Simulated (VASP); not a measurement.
# SnO: single point with r2SCAN

The system is SnO.

```xyz
4
Lattice="3.7836 0.0000 0.0000 0.0000 3.7836 0.0000 0.0000 0.0000 4.6968" Properties=species:S:1:pos:R:3 pbc="T T T"
Sn    1.8918    0.0000    1.1459
Sn    0.0000    1.8918    3.5509
O     0.0000    0.0000    0.0000
O     1.8918    1.8918    0.0000
```

```json
{
  "Program": "VASP 6.6.1",
  "Task": "single point",
  "Functional": "r2SCAN",
  "Potentials or basis": "VASP PAW PBE potentials, release 64 (Sn_d, O)",
  "Cutoff": "520 eV",
  "k mesh": "10 × 10 × 8",
  "Occupations": "gaussian, width 0.01 eV",
  "Spin": "no spin polarisation"
}
```

```yaml
Pressure: 2.6 GPa
Largest_force: 0.144 eV/Å
Band_gap_on_the_k_mesh: zero (bands 20 and 21 overlap by 0.09 eV)
```

Forces on the atoms (eV/Å):
```
Sn   0.000  0.000  0.144
Sn   0.000  0.000 -0.144
O    0.000  0.000  0.000
O    0.000  0.000  0.000
```

Levels at points of the mesh, in eV from the Fermi level:
| k point | band 16 | band 17 | band 18 | band 19 | band 20 | band 21 | band 22 | band 23 | band 24 | band 25 |
| --- | --- | --- | --- | --- | --- | --- | --- | --- | --- | --- |
| (0.00, 0.00, 0.00) | -6.94 | -4.04 | -3.72 | -3.72 | 0.02 | 2.55 | 4.67 | 4.67 | 4.93 | 6.28 |
| (0.50, 0.00, 0.00) | -5.57 | -5.45 | -5.45 | -3.17 | -3.17 | 3.64 | 3.64 | 6.13 | 6.13 | 6.60 |
| (0.50, 0.50, 0.00) | -5.71 | -3.04 | -3.04 | -2.19 | -2.19 | -0.07 | -0.07 | 4.79 | 4.79 | 8.08 |
| (0.00, 0.00, 0.50) | -4.12 | -3.74 | -3.74 | -2.83 | -2.64 | 1.96 | 2.86 | 2.86 | 3.68 | 8.64 |
| (0.50, 0.00, 0.50) | -6.09 | -5.41 | -5.41 | -2.10 | -2.10 | 2.95 | 2.95 | 5.54 | 5.54 | 7.25 |
| (0.50, 0.50, 0.50) | -6.25 | -3.12 | -3.12 | -3.04 | -3.04 | 2.32 | 2.32 | 4.66 | 4.66 | 6.05 |

Run time: 4.4 min on 1 thread of Intel(R) Xeon(R) 6975P-C (Granite Rapids) (shared host), peak memory 0.28 GiB.

Caveat: semilocal functionals underestimate gaps, and a narrow one can read as zero; the PAW data sets were made with another functional, which shifts forces and pressure a little; spin-orbit coupling is left out, which moves the levels of the heavy elements.
